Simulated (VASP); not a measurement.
Here is a VASP 6.6.1 calculation.

File POSCAR:

```
MgO
1.0
    0.0000000000      2.1021683833      2.1021683833
    2.1021683833      0.0000000000      2.1021683833
    2.1021683833      2.1021683833      0.0000000000
Mg O
1 1
Direct
    0.0000000000      0.0000000000      0.0000000000
    0.5000000000      0.5000000000      0.5000000000
```

INCAR.step1

```
SYSTEM = MgO
PREC = Accurate
ENCUT = 520
ISMEAR = 0
SIGMA = 0.02
LREAL = .FALSE.
LASPH = .TRUE.
NELM = 60
NBANDS = 11
GGA = PE
ALGO = Normal
EDIFF = 1E-4
LWAVE = .TRUE.
LCHARG = .FALSE.
```

INCAR.step2

```
SYSTEM = MgO
PREC = Accurate
ENCUT = 520
EDIFF = 1E-6
ISMEAR = 0
SIGMA = 0.02
LREAL = .FALSE.
LASPH = .TRUE.
NELM = 60
ALGO = Normal
ISIF = 2
LWAVE = .FALSE.
LCHARG = .FALSE.
METAGGA = R2SCAN
LMIXTAU = .TRUE.
NBANDS = 11
ISTART = 1
```

KPOINTS

```
regular mesh
0
G
  10 10 10
  0 0 0
```

Potentials or basis: VASP PAW PBE potentials, release 64 (Mg, O).

Run with:

```sh
$ cat potpaw_PBE.64/Mg/POTCAR potpaw_PBE.64/O/POTCAR > POTCAR
$ cp INCAR.step1 INCAR
$ mpirun -np 1 vasp_std > vasp.out
$ cp INCAR.step2 INCAR
$ mpirun -np 1 vasp_std > vasp.out
```

(1) Predict the band gap on the k mesh.

(2) What does it give for the pressure?

Results:

(1) 5.66 eV, direct.

(2) -1.1 GPa.

Caveat: the PAW data sets were made with another functional, which shifts forces and pressure a little.

**Measured values to compare with.**

From “Electronic structure of alkaline earth and post-transition metal oxides”, 2009, arxiv:0908.1581, for a bulk crystal of MgO: band gap 7.83 eV.

A measured gap of MgO is 7.83 eV (quoted in “Electronic structure of alkaline earth and post-transition metal oxides”, 2009, arxiv:0908.1581); the calculated 5.66 eV misses it by -2.17 eV. The value is that of r2SCAN, without temperature or zero-point motion.
